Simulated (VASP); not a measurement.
Here is a VASP 6.6.1 calculation.

Contents of INCAR:

```
SYSTEM = Si
PREC = Accurate ; ENCUT = 520
EDIFF = 1E-6 ; ISMEAR = -1
SIGMA = 0.02 ; LREAL = .FALSE.
LASPH = .TRUE. ; NELM = 80
ALGO = Normal ; ISIF = 2
LWAVE = .FALSE. ; LCHARG = .FALSE.
GGA = CA ; NBANDS = 16
```

Contents of KPOINTS:

```
regular mesh
0
G
  12 12 4
  0 0 0
```

The input POSCAR:

```
Si
1.0
    3.8017354189      0.0000000000      0.0000000000
   -1.9008677095      3.2923994512      0.0000000000
    0.0000000000      0.0000000000      6.2879755930
Si
4
Direct
    0.3333333333      0.6666666667      0.0005250782
    0.6666666667      0.3333333333      0.5005250782
    0.3333333333      0.6666666667      0.3744749218
    0.6666666667      0.3333333333      0.8744749218
```

Potentials or basis: VASP PAW LDA potentials, release 64 (Si).

The run is started by

```sh
$ cat potpaw_LDA.64/Si/POTCAR > POTCAR
$ mpirun -np 1 vasp_std > vasp.out
```

Estimate the pressure.

0.1 GPa.

Predict the band gap on the k mesh.

0.27 eV (least direct gap 1.00 eV).

A k mesh can miss the band edges.
